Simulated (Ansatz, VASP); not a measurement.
# AgCl in VASP and in Ansatz

```
CELL_PARAMETERS angstrom
0.00000 2.80397 2.73717
2.80397 0.00000 2.73717
2.80397 2.80397 0.00000
ATOMIC_POSITIONS crystal
Ag 0.00000 0.00000 0.00000
Cl 0.50000 0.50000 0.50000
```

Change from the starting cell: epitaxial_xy strain +1.1%.

Alike in both runs: task single point; functional PBE; k mesh 8 × 8 × 8; occupations fermi-dirac, width 0.02 eV; no spin polarisation.

```csv
,VASP,Ansatz
version,VASP 6.6.1,Ansatz 0.2.0
potentials or method,"VASP PAW PBE potentials, release 64 (Ag, Cl)","plane waves, PAW"
plane-wave cutoff (eV),520,420
valence electrons in the cell,18,26
```

Ansatz gave:

```
gap on the k mesh at the Fermi level (eV)                     : 0.85
pressure (GPa)                                                : 1.2
traceless stress, the component that is largest in VASP (GPa) : 0.37
```

Task: Estimate VASP's values.

Result: gap on the k mesh at the Fermi level (eV): 0.84; pressure (GPa): 1.1; traceless stress, the component that is largest in VASP (GPa): 0.35.

The functional is the same, so the differences come from potentials, cutoffs and numerics. VASP's potentials hold 18 valence electrons a cell and Ansatz's 26, so a difference there can come from the potentials and not from the codes.
